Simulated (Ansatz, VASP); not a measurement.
# Mg in VASP and in Ansatz

INCAR

```
PREC = Accurate ; ENCUT = 520
EDIFF = 1E-6 ; ISMEAR = 0
SIGMA = 0.15 ; LREAL = False
LASPH = True ; NELM = 100
ALGO = Fast ; ISIF = 2
LWAVE = False ; LCHARG = False
GGA = PS ; NBANDS = 9
```

The input KPOINTS:

```
Automatic mesh
0
Gamma
  18 18 10
```

Contents of POSCAR:

```
Mg
1.0
    3.2092715325      0.0000000000      0.0000000000
   -1.6046357662      2.7793106748      0.0000000000
    0.0000000000      0.0000000000      5.2103300000
Mg
2
Direct
    0.2710138948      0.6666666667      0.2500000000
    0.6666666667      0.3333333333      0.7500000000
```

Input for Ansatz:

```yaml
crystal:
  lattice:
    - [3.2092715325, 0.0, 0.0]
    - [-1.6046357662, 2.7793106748, 0.0]
    - [0.0, 0.0, 5.21033]
  atoms:
    - { symbol: Mg, position: [0.2710138948, 0.6666666667, 0.25] }
    - { symbol: Mg, position: [0.6666666667, 0.3333333333, 0.75] }
basis:
  ecutwfc: 420
kpoints:
  mp_grid: { grid: [18, 18, 10] }
hamiltonian:
  xc: pbesol
scf:
  occupations: { method: gaussian, width: 0.15 }
output:
  forces: true
  stress: true
  eigenvalues: true
```

Alike in both runs: task single point; functional PBEsol; k mesh 18 × 18 × 10; occupations gaussian, width 0.15 eV; no spin polarisation.

|  | VASP | Ansatz |
| --- | --- | --- |
| version | VASP 6.6.1 | Ansatz 0.2.0 |
| potentials or method | VASP PAW PBE potentials, release 64 (Mg), cutoff 520 eV | scalar-relativistic, plane waves, PAW |
| valence electrons in the cell | 4 | 20 |

VASP gave:

```
gap on the k mesh at the Fermi level (eV)                     : none
pressure (GPa)                                                : -1.1
traceless stress, the component that is largest in VASP (GPa) : 0.49
rms of the force components (eV/Å)                            : 0.078
```

Question: What did Ansatz give for the same quantities?

Answer: gap on the k mesh at the Fermi level (eV): none; pressure (GPa): -1.0; traceless stress, the component that is largest in VASP (GPa): 0.49; rms of the force components (eV/Å): 0.077.

VASP's potentials were made for PBE, not for PBEsol. Atom by atom the forces differ by 0.000 eV/Å (rms over components). A gap of «none» marks a metal or a gap that the smearing closes. VASP's potentials hold 4 valence electrons a cell and Ansatz's 20, so a difference there can come from the potentials and not from the codes.
